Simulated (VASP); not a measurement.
# Ag in VASP: further runs

Ag is run at these levels: PBE; tasks: single point.

All numbers are computed with VASP 6.6.1; they aren't measurements. Logs are shortened: lines on timing, memory, paths and dates and some standing lists are left out, and cuts for length are marked.

## 1. The cell of the first run

The cell holds a slab with vacuum, 28 atoms: a = 8.803 Å, b = 8.803 Å, c = 16.150 Å, α = 90.00°, β = 90.00°, γ = 90.00°.

## 2. Single point, PBE

File INCAR:

```
ALGO = Normal
EDIFF = 1E-6
ENCUT = 520
GGA = PE
ISIF = 2
ISMEAR = 0
LASPH = True
LCHARG = True
LELF = True
LREAL = Auto
LVHAR = True
LWAVE = False
NBANDS = 174
NELM = 100
PREC = Accurate
SIGMA = 0.1
```

File KPOINTS:

```
k-points
0
Gamma
  3 3 1
```

File POSCAR:

```
Ag
1.0
    8.8034794258      0.0000000000      0.0000000000
    0.0000000000      8.8034794258      0.0000000000
    0.0000000000      0.0000000000     16.1500000000
Ag
28
Direct
    0.0000000000      0.0000000000      0.3715170279
    0.3333333172      0.0000000000      0.3715170279
    0.6666666344      0.0000000000      0.3715170279
    0.0000000000      0.3333333172      0.3715170279
    0.3333333172      0.3333333172      0.3715170279
    0.6666666344      0.3333333172      0.3715170279
    0.0000000000      0.6666666344      0.3715170279
    0.3333333172      0.6666666344      0.3715170279
    0.6666666344      0.6666666344      0.3715170279
    0.1677711651      0.1677784349      0.4970542415
    0.5000177529      0.1683293535      0.4970949845
    0.8321964130      0.1677836601      0.4970761610
    0.1683184487      0.5000091199      0.4970892260
    0.5000080976      0.5000041219      0.4968820433
    0.8316361800      0.5000079840      0.4971162848
    0.1677733233      0.8322058411      0.4970651393
    0.5000166170      0.8316478799      0.4971085449
    0.8321925509      0.8321989120      0.4970871827
    0.0000019311      0.0000010223      0.6209615480
    0.3341782104     -0.0000136310      0.6224916409
    0.6658117452     -0.0000156756      0.6224897833
   -0.0000281707      0.3341809366      0.6224910217
    0.4994806925      0.4997402490      0.7385906502
    0.6693661352      0.3306879995      0.6252198762
   -0.0000302153      0.6658140170      0.6224900929
    0.3306410862      0.6694207727      0.6251782663
    0.6692934367      0.6692778747      0.6252601238
    0.3305739537      0.3305504403      0.6251352322
```

Potentials or basis: VASP PAW PBE potentials, release 64 (Ag).

Started as:

```bash
$ cat potpaw_PBE.64/Ag/POTCAR > POTCAR
$ mpirun -np 1 vasp_std > vasp.out
```

OUTCAR:

```text
EDIFF = 1E-6
   ENCUT = 520
   GGA = PE
   ISIF = 2
   ISMEAR = 0
   LASPH = True
   LREAL = Auto
   NELM = 100
   PREC = Accurate

 ion  position               nearest neighbor table
   1  0.000  0.000  0.372-  10 2.91  16 2.91  12 2.91  18 2.91   2 2.93   4 2.93   3 2.93   7 2.93

   2  0.333  0.000  0.372-  10 2.90  16 2.90  11 2.91  17 2.91   3 2.93   5 2.93   1 2.93   8 2.93

   3  0.667  0.000  0.372-  12 2.90  18 2.90  11 2.91  17 2.91   2 2.93   6 2.93   1 2.93   9 2.93
[... 35 lines left out ...]
  21  0.666  1.000  0.622-  17 2.90  11 2.90  18 2.90  12 2.90  24 2.91  27 2.91  20 2.92  19 2.94

  22  1.000  0.334  0.622-  15 2.90  13 2.90  12 2.90  10 2.90  28 2.91  24 2.91  25 2.92  19 2.94

  23  0.499  0.500  0.739-  28 2.79  26 2.79  24 2.79  27 2.80
  24  0.669  0.331  0.625-  23 2.79  12 2.90  22 2.91  21 2.91  15 2.92  11 2.92  14 2.96  27 2.98
                            28 2.98
  25  1.000  0.666  0.622-  15 2.90  13 2.90  18 2.90  16 2.90  26 2.91  27 2.91  22 2.92  19 2.94

  26  0.331  0.669  0.625-  23 2.79  16 2.90  20 2.91  25 2.91  17 2.92  13 2.92  14 2.96  27 2.98
                            28 2.98
  27  0.669  0.669  0.625-  23 2.80  18 2.90  25 2.91  21 2.91  15 2.92  17 2.92  14 2.96  24 2.98
                            26 2.98
  28  0.331  0.331  0.625-  23 2.79  10 2.90  20 2.91  22 2.91  11 2.92  13 2.92  14 2.96  24 2.98
                            26 2.98

  LATTYP: Found a simple tetragonal cell.
 ALAT       =     8.8034794258
 C/A-ratio  =     1.8345019303

  Lattice vectors:

 A1 = (   8.8034794258,   0.0000000000,   0.0000000000)
 A2 = (   0.0000000000,   8.8034794258,   0.0000000000)
 A3 = (   0.0000000000,   0.0000000000,  16.1500000000)

Analysis of symmetry for initial positions (statically):
=====================================================================
 Subroutine PRICEL returns:
 Original cell was already a primitive cell.

 Routine SETGRP: Setting up the symmetry group for a
 simple tetragonal supercell.

 Subroutine GETGRP returns: Found  1 space group operations
 (whereof  1 operations were pure point group operations)
 out of a pool of 16 trial point group operations.

The static configuration has the point symmetry C_1 .

Analysis of symmetry for dynamics (positions and initial velocities):
=====================================================================
 Subroutine PRICEL returns:
 Original cell was already a primitive cell.

 Routine SETGRP: Setting up the symmetry group for a
 simple tetragonal supercell.

 Subroutine GETGRP returns: Found  1 space group operations
 (whereof  1 operations were pure point group operations)
[... 143 lines left out ...]
   TEBEG  =    0.0;   TEEND  =   0.0 temperature during run
   PSTRESS=    0.0 pullay stress
   NELECT =     308.0000    total number of electrons
   NUPDOWN=      -1.0000    fix difference up-down
   EMIN   =  10.00;   EMAX   =-10.00  energy-range for DOS
   EFERMI =   0.00;   METHOD = LEGACY
   ISMEAR =     0;   SIGMA  =   0.10  broadening in eV -4-tet -1-fermi 0-gaus
   EFERMI_NEDOS =   21; number of points for ismear=-14 and -15
   IALGO  =     38    algorithm
   IMIX   =      4    mixing-type and parameters
     AMIX     =   0.40;   BMIX     =  1.00
     AMIX_MAG =   1.60;   BMIX_MAG =  1.00
  volume/ion in A,a.u.               =      44.70       301.66
  Fermi-wavevector in a.u.,A,eV,Ry     =   1.025883  1.938638 14.319271  1.052437
  Thomas-Fermi vector in A             =   2.159747
   LORBIT       =      0    0 simple, 1 ext, 2 COOP (PROOUT), +10 PAW based schemes
   GGA     = PE    functional components
   LHFCALC =     F    Hartree Fock is set to
   AEXX    =    0.0000 exact exchange contribution
   IVDW    =     0    specifies the selected vdW correction
   LEPSILON=     F    determine dielectric tensor
   LRPA    =     F    only Hartree local field effects (RPA)
 non-spin polarized calculation
 Gauss-broadening in eV      SIGMA  =   0.10
  energy-cutoff  :      520.00
  volume of cell :     1251.65
 maximum number of plane-waves:     33721
 NGX is ok and might be reduce to    70
   NGX = 33   NGY = 33   NGZ = 61

 number of electron     307.9999998 magnetization

 Free energy of the ion-electron system (eV)
  ---------------------------------------------------
  ext. energy  EPLUGINS =         0.00000000
  ---------------------------------------------------
  free energy    TOTEN  =       -67.96498909 eV

  energy without entropy =      -67.94459725  energy(sigma->0) =      -67.95479317

 E-fermi :   0.6570     XC(G=0):  -5.8336

 val. band max:        0.6095349910   @ k =   0.3333   0.0000   0.0000
 cond. band min:       0.8757029907   @ k =   0.3333   0.0000   0.0000
 fundamental gap:      0.2661679996
 Fermi energy:         0.6569945210

 k-point     1 :       0.0000    0.0000    0.0000
  band No.  band energies     occupation
      1      -6.1073      2.00000
      2      -5.2067      2.00000
      3      -5.1923      2.00000
      4      -5.1822      2.00000
      5      -5.1822      2.00000
      6      -5.1446      2.00000
[... 834 lines left out ...]
    165       2.5447      0.00000
    166       2.5625      0.00000
 [bands above 166 left out]

------------------------ aborting loop because EDIFF is reached ----------------------------------------

  FORCE on cell =-STRESS in cart. coord.  units (eV):
  Direction    XX          YY          ZZ          XY          YZ          ZX
  --------------------------------------------------------------------------------------
  -------------------------------------------------------------------------------------
  Total       -8.2637789     -8.2627079     -0.5846580      0.0005849      0.0080326      0.0169733
  in kB      -10.5781090    -10.5767381     -0.7483957      0.0007488      0.0102822      0.0217268
  external PRESSURE =      -7.3010809 kB  Pullay stress =       0.0000000 kB

 VOLUME and BASIS-vectors are now :
 -----------------------------------------------------------------------------
  energy-cutoff  :      520.00
  volume of cell :     1251.65
      direct lattice vectors                 reciprocal lattice vectors
     8.803479426  0.000000000  0.000000000     0.113591451  0.000000000  0.000000000
     0.000000000  8.803479426  0.000000000     0.000000000  0.113591451  0.000000000
     0.000000000  0.000000000 16.150000000     0.000000000  0.000000000  0.061919505

 POSITION                                       TOTAL-FORCE (eV/Angst)
 -----------------------------------------------------------------------------------
      0.00000      0.00000      6.00000        -0.000424     -0.000189      0.069330
      2.93449      0.00000      6.00000         0.000293     -0.000198      0.007930
      5.86899      0.00000      6.00000        -0.000050     -0.000206      0.008104
      0.00000      2.93449      6.00000        -0.000445      0.000279      0.007989
      2.93449      2.93449      6.00000        -0.013968     -0.013970     -0.010184
      5.86899      2.93449      6.00000         0.014120     -0.013950     -0.010213
[... 20 lines left out ...]
      5.89211      5.89197     10.09795        -0.000355      0.000334      0.002640
      2.91020      2.90999     10.09593        -0.001699     -0.000895      0.001854
 -----------------------------------------------------------------------------------
    total drift:                                0.000339     -0.000453     -0.038837

  FREE ENERGIE OF THE ION-ELECTRON SYSTEM (eV)
  ---------------------------------------------------
  free  energy   TOTEN  =       -67.9649890872 eV

  energy  without entropy=      -67.9445972453  energy(sigma->0) =      -67.95479317
```

OSZICAR:

```text
N       E                     dE             d eps       ncg     rms          rms(c)
DAV:   1     0.195202525832E+04    0.19520E+04   -0.14148E+05  1740   0.153E+03
DAV:   2     0.315946273624E+02   -0.19204E+04   -0.18265E+04  1856   0.323E+02
DAV:   3    -0.703607175153E+02   -0.10196E+03   -0.98373E+02  1952   0.634E+01
[... 13 lines left out ...]
DAV:  17    -0.679649633448E+02   -0.86228E-04   -0.57222E-06  1144   0.286E-03    0.128E-03
DAV:  18    -0.679649832727E+02   -0.19928E-04   -0.17605E-06  1128   0.139E-03    0.622E-04
DAV:  19    -0.679649876468E+02   -0.43742E-05   -0.35877E-07  1104   0.604E-04    0.272E-04
DAV:  20    -0.679649889288E+02   -0.12820E-05   -0.14306E-07  1120   0.309E-04    0.116E-04
DAV:  21    -0.679649890872E+02   -0.15840E-06   -0.16908E-08  1024   0.171E-04
   1 F= -.67964989E+02 E0= -.67954793E+02  d E =-.203918E-01
```

Run time: 47 min. Hardware: 1 thread of Intel Xeon Platinum 8488C (Sapphire Rapids), shared host; peak memory 1.4 GiB.

What came out:

```yaml
Free_energy: -67.9650 eV
Largest_force: 0.069 eV/Å
Band_gap_on_the_k_mesh: zero (band 154 reaches 0.90 eV, above the bottom of band 155 at -0.19 eV)
```

Forces on the atoms (eV/Å):
```
Ag   0.000  0.000  0.069
Ag   0.000  0.000  0.008
Ag   0.000  0.000  0.008
Ag   0.000  0.000  0.008
Ag  -0.014 -0.014 -0.010
Ag   0.014 -0.014 -0.010
Ag   0.000  0.000  0.008
Ag  -0.014  0.014 -0.010
Ag   0.014  0.014 -0.010
Ag   0.000  0.000 -0.003
Ag   0.000  0.007  0.000
Ag   0.000  0.001 -0.003
Ag   0.008  0.000  0.000
Ag  -0.001  0.000  0.009
Ag  -0.007  0.000 -0.001
Ag   0.001  0.000 -0.003
Ag   0.000 -0.007  0.000
Ag  -0.001 -0.001 -0.003
Ag   0.000  0.000 -0.010
Ag   0.004  0.000 -0.008
Ag  -0.004  0.000 -0.007
Ag   0.000  0.004 -0.008
Ag   0.005  0.003 -0.025
Ag  -0.001 -0.002  0.002
Ag   0.001 -0.004 -0.008
Ag  -0.003 -0.001  0.002
Ag   0.000  0.000  0.003
Ag  -0.002 -0.001  0.002
```

Levels at points of the mesh, in eV from the Fermi level:
```csv
k point,band 151,band 152,band 153,band 154,band 155,band 156,band 157,band 158,band 159,band 160
"(0.00, 0.00, 0.00)",-1.17,-1.17,-1.13,-1.13,-0.85,0.44,0.89,0.89,0.99,1.06
```

## 3. Single point, PBE

File INCAR:

```
PREC = Accurate
ENCUT = 520
EDIFF = 1E-6
ISMEAR = 0
SIGMA = 0.1
LREAL = Auto
LASPH = T
NELM = 100
ALGO = Normal
ISIF = 2
LWAVE = F
LCHARG = F
GGA = PE
NBANDS = 174
```

File KPOINTS:

```
Automatic mesh
0
Gamma
  3 3 1
```

File POSCAR:

```
Ag
1.0
    8.8034794258      0.0000000000      0.0000000000
    0.0000000000      8.8034794258      0.0000000000
    0.0000000000      0.0000000000     16.1500000000
Ag
28
Direct
    0.0000000000      0.0000000000      0.3715170300
    0.3333333300      0.0000000000      0.3715170300
    0.6666666700      0.0000000000      0.3715170300
    0.0000000000      0.3333333300      0.3715170300
    0.3333333300      0.3333333300      0.3715170300
    0.6666666700      0.3333333300      0.3715170300
    0.0000000000      0.6666666700      0.3715170300
    0.3333333300      0.6666666700      0.3715170300
    0.6666666700      0.6666666700      0.3715170300
    0.1666585462      0.1666625652      0.4968820234
    0.4983482012      0.1666574978      0.4970892138
    0.8350304973      0.1666586791      0.4971162619
    0.1666488944      0.4983373008      0.4970949867
    0.4988955128      0.4988882725      0.4970542560
    0.8344702064      0.4988829967      0.4970761754
    0.1666500707      0.8350187607      0.4971085364
    0.4988932710      0.8344608037      0.4970651731
    0.8344741086      0.8344677463      0.4970871945
   -0.0026267880     -0.0026112162      0.6252600993
    0.3360255622     -0.0027541590      0.6251782478
    0.6666969406      0.0008526298      0.6224900924
   -0.0026994118      0.3359786620      0.6252198638
    0.3360927371      0.3361161475      0.6251352519
    0.6666948907      0.3324857270      0.6224910080
    0.0008549723      0.6666823350      0.6224898113
    0.3324884697      0.6666802778      0.6224916519
    0.6666646924      0.6666656760      0.6209615105
    0.1671860179      0.1669263741      0.7385906328
```

Potentials or basis: VASP PAW PBE potentials, release 64 (Ag).

Started as:

```bash
$ cat potpaw_PBE.64/Ag/POTCAR > POTCAR
$ mpirun -np 1 vasp_std > vasp.out
```

OUTCAR:

```text
PREC = Accurate
   ENCUT = 520
   EDIFF = 1E-6
   ISMEAR = 0
   LREAL = Auto
   LASPH = T
   NELM = 100
   ISIF = 2
   GGA = PE

 ion  position               nearest neighbor table
   1  0.000  0.000  0.372-  18 2.89  16 2.89  12 2.89  10 2.90   2 2.93   3 2.93   4 2.93   7 2.93

   2  0.333  0.000  0.372-  17 2.89  11 2.89  16 2.89  10 2.90   5 2.93   8 2.93   1 2.93   3 2.93

[... 1128 lines left out ...]
  Total       -8.2735911     -8.2727341     -0.5773597     -0.0056288     -0.0130516     -0.0208251
  in kB      -10.5906691    -10.5895722     -0.7390534     -0.0072052     -0.0167068     -0.0266573
  external PRESSURE =      -7.3064316 kB  Pullay stress =       0.0000000 kB

 VOLUME and BASIS-vectors are now :
 -----------------------------------------------------------------------------
  energy-cutoff  :      520.00
  volume of cell :     1251.65
      direct lattice vectors                 reciprocal lattice vectors
     8.803479426  0.000000000  0.000000000     0.113591451  0.000000000  0.000000000
     0.000000000  8.803479426  0.000000000     0.000000000  0.113591451  0.000000000
     0.000000000  0.000000000 16.150000000     0.000000000  0.000000000  0.061919505

 POSITION                                       TOTAL-FORCE (eV/Angst)
 -----------------------------------------------------------------------------------
      0.00000      0.00000      6.00000        -0.011552     -0.011414     -0.012893
      2.93449      0.00000      6.00000         0.010488     -0.011440     -0.009175
      5.86899      0.00000      6.00000         0.000517      0.000272      0.007724
      0.00000      2.93449      6.00000        -0.011566      0.010576     -0.009188
      2.93449      2.93449      6.00000         0.008010      0.008110     -0.010534
      5.86899      2.93449      6.00000         0.002996     -0.003640      0.006244
[... 20 lines left out ...]
      5.86897      5.86898     10.02853         0.002415      0.002528     -0.005974
      1.47182      1.46953     11.92824        -0.003554     -0.001276     -0.024485
 -----------------------------------------------------------------------------------
    total drift:                                0.007652      0.005675     -0.028889

  FREE ENERGIE OF THE ION-ELECTRON SYSTEM (eV)
  ---------------------------------------------------
  free  energy   TOTEN  =       -67.9645243504 eV

  energy  without entropy=      -67.9441325179  energy(sigma->0) =      -67.95432843
```

OSZICAR:

```text
N       E                     dE             d eps       ncg     rms          rms(c)
DAV:   1     0.195143104893E+04    0.19514E+04   -0.14149E+05  1740   0.153E+03
DAV:   2     0.309850509519E+02   -0.19204E+04   -0.18250E+04  1856   0.323E+02
DAV:   3    -0.704414769089E+02   -0.10143E+03   -0.97957E+02  1944   0.634E+01
[... 13 lines left out ...]
DAV:  17    -0.679644984949E+02   -0.85356E-04   -0.56254E-06  1120   0.288E-03    0.130E-03
DAV:  18    -0.679645185551E+02   -0.20060E-04   -0.17817E-06  1128   0.139E-03    0.624E-04
DAV:  19    -0.679645228859E+02   -0.43308E-05   -0.35104E-07  1096   0.610E-04    0.272E-04
DAV:  20    -0.679645241965E+02   -0.13106E-05   -0.14849E-07  1120   0.317E-04    0.116E-04
DAV:  21    -0.679645243504E+02   -0.15387E-06   -0.16413E-08  1024   0.172E-04
   1 F= -.67964524E+02 E0= -.67954328E+02  d E =-.203918E-01
```

It took 22 min on 1 thread of Intel Xeon 6975P-C (Granite Rapids), shared host; peak memory 1.4 GiB.

Results:

```yaml
Free_energy: -67.9645 eV
Largest_force: 0.071 eV/Å
Band_gap_on_the_k_mesh: zero (band 154 reaches 0.90 eV, above the bottom of band 155 at -0.19 eV)
```

Forces in eV/Å, atoms in the order of the input:
```
Ag  -0.012 -0.011 -0.013
Ag   0.010 -0.011 -0.009
Ag   0.001  0.000  0.008
Ag  -0.012  0.011 -0.009
Ag   0.008  0.008 -0.011
Ag   0.003 -0.004  0.006
Ag   0.000  0.000  0.008
Ag  -0.004  0.003  0.006
Ag   0.003  0.003  0.071
Ag   0.002  0.002  0.007
Ag  -0.007  0.000 -0.001
Ag   0.004  0.002  0.000
Ag   0.000 -0.007 -0.001
Ag   0.000  0.000 -0.004
Ag  -0.002 -0.001 -0.003
Ag   0.002  0.004  0.001
Ag  -0.002 -0.002 -0.003
Ag  -0.001 -0.001  0.002
Ag   0.002  0.001  0.001
Ag   0.002 -0.002  0.001
Ag   0.001  0.005 -0.008
Ag  -0.001  0.001  0.002
Ag   0.003  0.002  0.001
Ag   0.002 -0.007 -0.007
Ag   0.005  0.001 -0.008
Ag  -0.007  0.002 -0.007
Ag   0.002  0.003 -0.006
Ag  -0.004 -0.001 -0.024
```

## 4. Single point, PBE

File INCAR:

```
SYSTEM = Ag
PREC = Accurate ; ENCUT = 520
EDIFF = 1E-6 ; ISMEAR = 0
SIGMA = 0.1 ; LREAL = Auto
LASPH = .TRUE. ; NELM = 100
ALGO = Normal ; ISIF = 2
LWAVE = .FALSE. ; LCHARG = .FALSE.
GGA = PE ; NBANDS = 174
```

File KPOINTS:

```
regular mesh
0
G
  3 3 1
  0 0 0
```

File POSCAR:

```
Ag
1.0
    8.8034794258      0.0000000000      0.0000000000
    0.0000000000      8.8034794258      0.0000000000
    0.0000000000      0.0000000000     16.1500000000
Ag
28
Direct
    0.0000000000      0.0000000000      0.3715170279
    0.3333333172      0.0000000000      0.3715170279
    0.6666666344      0.0000000000      0.3715170279
    0.0000000000      0.3333333172      0.3715170279
    0.3333333172      0.3333333172      0.3715170279
    0.6666666344      0.3333333172      0.3715170279
    0.0000000000      0.6666666344      0.3715170279
    0.3333333172      0.6666666344      0.3715170279
    0.6666666344      0.6666666344      0.3715170279
    0.1666585368      0.1666626261      0.4968820433
    0.4983481857      0.1666575145      0.4970892260
    0.8350305197      0.1666586504      0.4971162848
    0.1666488815      0.4983372810      0.4970949845
    0.4988954693      0.4988883131      0.4970542415
    0.8344701731      0.4988829743      0.4970761610
    0.1666500175      0.8350187062      0.4971085449
    0.4988933111      0.8344607450      0.4970651393
    0.8344741488      0.8344677876      0.4970871827
   -0.0026268023     -0.0026112403      0.6252601238
    0.3360255482     -0.0027541383      0.6251782663
    0.6666969633      0.0008526174      0.6224900929
   -0.0026993872      0.3359786349      0.6252198762
    0.3360927943      0.3361161942      0.6251352322
    0.6666949187      0.3324856978      0.6224910217
    0.0008550029      0.6666823100      0.6224897833
    0.3324884240      0.6666802654      0.6224916409
    0.6666647034      0.6666657257      0.6209614861
    0.1671860555      0.1669263855      0.7385906502
```

Started as:

```bash
$ cat potpaw_PBE.64/Ag/POTCAR > POTCAR
$ mpirun -np 1 vasp_std > vasp.out
```

Wall time 73 min (1 thread of Intel Xeon Platinum 8259CL at 2.50GHz (Skylake/Cascade Lake), shared host); peak memory 1.4 GiB.

Results (log left out):

```
Free energy            : -67.9645 eV
Largest force          : 0.071 eV/Å
Band gap on the k mesh : zero (band 154 reaches 0.90 eV, above the bottom of band 155 at -0.19 eV)
```

Forces on the atoms (eV/Å):
```
Ag  -0.012 -0.011 -0.013
Ag   0.010 -0.011 -0.009
Ag   0.001  0.000  0.008
Ag  -0.012  0.011 -0.009
Ag   0.008  0.008 -0.011
Ag   0.003 -0.004  0.006
Ag   0.000  0.000  0.008
Ag  -0.004  0.003  0.006
Ag   0.003  0.003  0.071
Ag   0.002  0.002  0.007
Ag  -0.007  0.000 -0.001
Ag   0.004  0.002  0.000
Ag   0.000 -0.007 -0.001
Ag   0.000  0.000 -0.004
Ag  -0.002 -0.001 -0.003
Ag   0.002  0.004  0.001
Ag  -0.002 -0.002 -0.003
Ag  -0.001 -0.001  0.002
Ag   0.002  0.001  0.001
Ag   0.002 -0.002  0.001
Ag   0.001  0.005 -0.008
Ag  -0.001  0.001  0.002
Ag   0.003  0.002  0.001
Ag   0.002 -0.007 -0.007
Ag   0.005  0.001 -0.008
Ag  -0.007  0.002 -0.007
Ag   0.002  0.003 -0.006
Ag  -0.004 -0.001 -0.024
```

Levels at points of the mesh, in eV from the Fermi level:
```
           k point  band 152  band 153  band 154  band 155  band 156  band 157  band 158  band 159
(0.00, 0.00, 0.00)     -1.17     -1.13     -1.13     -0.85      0.44      0.89      0.89      0.99
```
